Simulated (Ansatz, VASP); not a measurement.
## Si3H2N4O in VASP and in Ansatz

File INCAR:

```
PREC = Accurate ; ENCUT = 520
EDIFF = 1E-7 ; ISMEAR = 0
SIGMA = 0.05 ; LREAL = Auto
LASPH = T ; NELM = 80
ALGO = Normal ; ISIF = 2
LWAVE = F ; LCHARG = F
LDIPOL = T ; IDIPOL = 3
DIPOL = 0.5 0.5 0.431 ; GGA = PE
IVDW = 12 ; NBANDS = 106
```

KPOINTS

```
regular mesh
0
Gamma
  3 2 1
```

The input POSCAR:

```
Si3H2N4O
1.0
    5.8226178753      0.0000000000      0.0000000000
    0.0000000000      7.6192383072      0.0000000000
    0.0000000000      0.0000000000     30.0673671956
Si N O H
12 16 4 8
Direct
    0.3750000000      0.5290403540      0.3411573408
    0.8750000000      0.5290403540      0.3411573408
    0.1250000000      0.2098373769      0.3793605141
    0.6250000000      0.2098373769      0.3793605141
    0.1250000000      0.8192029771      0.3921066543
    0.6250000000      0.8192029771      0.3921066543
    0.3707581280      0.1828165894      0.4687933471
    0.8708604845      0.1825657379      0.4687891315
    0.3737684512      0.7891781086      0.4814148404
    0.8739348353      0.7894362228      0.4813775864
    0.1220834570      0.4696515137      0.5198521926
    0.6220861531      0.4698866914      0.5197549436
    0.1250000000      0.0000000000      0.3571579409
    0.6250000000      0.0000000000      0.3571579409
    0.1250000000      0.6350876240      0.3579017174
    0.6250000000      0.6350876240      0.3579017174
    0.3750000000      0.3200857031      0.3644600287
    0.8750000000      0.3200857031      0.3644600287
    0.3750000000      0.8150019209      0.4237515163
    0.8750000000      0.8150019209      0.4237515163
    0.1202294049      0.1915741569      0.4370290723
    0.6200538116      0.1910629114      0.4370532112
    0.1237026521      0.6790479596      0.4972227145
    0.6237783945      0.6790710454      0.4970693996
    0.3715578360      0.3638071892      0.5044596228
    0.8715122054      0.3638490720      0.5044678806
    0.3745366137     -0.0007544095      0.5020094794
    0.8752346423     -0.0008757010      0.5017637225
    0.3609959340      0.5170149108      0.2860306498
    0.8610281207      0.5170022421      0.2860324556
    0.1363280203      0.4835147866      0.5752251644
    0.6341519901      0.4848851221      0.5751615517
    0.5111965810      0.5057676512      0.2717979498
    1.0112391710      0.5057807880      0.2718018241
    0.2322790043      0.9852366883      0.3306509221
    0.7321448587      0.9851848139      0.3306332646
    0.3195315393      0.0170211078      0.5337474648
    0.8241061674      0.0171906815      0.5338816908
   -0.0133287319      0.5021482341      0.5891384546
    0.4827274630      0.5010358641      0.5886603700
```

Input for Ansatz:

```yaml
crystal:
  lattice:
    - [5.8226178753, 0.0, 0.0]
    - [0.0, 7.6192383072, 0.0]
    - [0.0, 0.0, 30.0673671956]
  atoms:
    - { symbol: Si, position: [0.375, 0.529040354, 0.3411573408] }
    - { symbol: Si, position: [0.875, 0.529040354, 0.3411573408] }
    - { symbol: "N", position: [0.125, 0.0, 0.3571579409] }
    - { symbol: "N", position: [0.625, 0.0, 0.3571579409] }
    - { symbol: "N", position: [0.125, 0.635087624, 0.3579017174] }
    - { symbol: "N", position: [0.625, 0.635087624, 0.3579017174] }
    - { symbol: "N", position: [0.375, 0.3200857031, 0.3644600287] }
    - { symbol: "N", position: [0.875, 0.3200857031, 0.3644600287] }
    - { symbol: Si, position: [0.125, 0.2098373769, 0.3793605141] }
    - { symbol: Si, position: [0.625, 0.2098373769, 0.3793605141] }
    - { symbol: Si, position: [0.125, 0.8192029771, 0.3921066543] }
    - { symbol: Si, position: [0.625, 0.8192029771, 0.3921066543] }
    - { symbol: "N", position: [0.375, 0.8150019209, 0.4237515163] }
    - { symbol: "N", position: [0.875, 0.8150019209, 0.4237515163] }
    - { symbol: "N", position: [0.1202294049, 0.1915741569, 0.4370290723] }
    - { symbol: "N", position: [0.6200538116, 0.1910629114, 0.4370532112] }
    - { symbol: Si, position: [0.370758128, 0.1828165894, 0.4687933471] }
    - { symbol: Si, position: [0.8708604845, 0.1825657379, 0.4687891315] }
    - { symbol: Si, position: [0.3737684512, 0.7891781086, 0.4814148404] }
    - { symbol: Si, position: [0.8739348353, 0.7894362228, 0.4813775864] }
    - { symbol: "N", position: [0.1237026521, 0.6790479596, 0.4972227145] }
    - { symbol: "N", position: [0.6237783945, 0.6790710454, 0.4970693996] }
    - { symbol: "N", position: [0.371557836, 0.3638071892, 0.5044596228] }
    - { symbol: "N", position: [0.8715122054, 0.363849072, 0.5044678806] }
    - { symbol: "N", position: [0.3745366137, -0.0007544095, 0.5020094794] }
    - { symbol: "N", position: [0.8752346423, -0.000875701, 0.5017637225] }
    - { symbol: Si, position: [0.122083457, 0.4696515137, 0.5198521926] }
    - { symbol: Si, position: [0.6220861531, 0.4698866914, 0.5197549436] }
    - { symbol: O, position: [0.360995934, 0.5170149108, 0.2860306498] }
    - { symbol: O, position: [0.8610281207, 0.5170022421, 0.2860324556] }
    - { symbol: H, position: [0.511196581, 0.5057676512, 0.2717979498] }
    - { symbol: H, position: [1.011239171, 0.505780788, 0.2718018241] }
    - { symbol: H, position: [0.2322790043, 0.9852366883, 0.3306509221] }
    - { symbol: H, position: [0.7321448587, 0.9851848139, 0.3306332646] }
    - { symbol: H, position: [0.3195315393, 0.0170211078, 0.5337474648] }
    - { symbol: H, position: [0.8241061674, 0.0171906815, 0.5338816908] }
    - { symbol: O, position: [0.1363280203, 0.4835147866, 0.5752251644] }
    - { symbol: O, position: [0.6341519901, 0.4848851221, 0.5751615517] }
    - { symbol: H, position: [-0.0133287319, 0.5021482341, 0.5891384546] }
    - { symbol: H, position: [0.482727463, 0.5010358641, 0.58866037] }
basis:
  ecutwfc: 420
kpoints:
  mp_grid: { grid: [3, 2, 1] }
hamiltonian:
  xc: pbe
  dispersion: d3bj
scf:
  occupations: { method: gaussian, width: 0.05 }
output:
  forces: true
  eigenvalues: true
  write_density: true
  volumetric_format: npy
efield:
  axis: 3
  dipole_correction: true
  ramp_width: 0.04
```

Alike in both runs: task single point; functional PBE; dispersion D3(BJ); k mesh 3 × 2 × 1; occupations gaussian, width 0.05 eV; no spin polarisation.

|  | VASP | Ansatz |
| --- | --- | --- |
| version | VASP 6.6.1 | Ansatz 0.2.0 |
| potentials or method | VASP PAW PBE potentials, release 64 (Si, N, O, H), cutoff 520 eV | scalar-relativistic, plane waves, PAW |
| valence electrons in the cell | 160 | 160 |

VASP gave:

| Quantity | Value |
| --- | --- |
| gap on the k mesh at the Fermi level (eV) | 3.79 |
| least direct gap on the mesh (eV) | 3.82 |
| rms of the force components (eV/Å) | 0.142 |

Task: What did Ansatz give for the same quantities?

Result: gap on the k mesh at the Fermi level (eV): 3.79; least direct gap on the mesh (eV): 3.82; rms of the force components (eV/Å): 0.136.
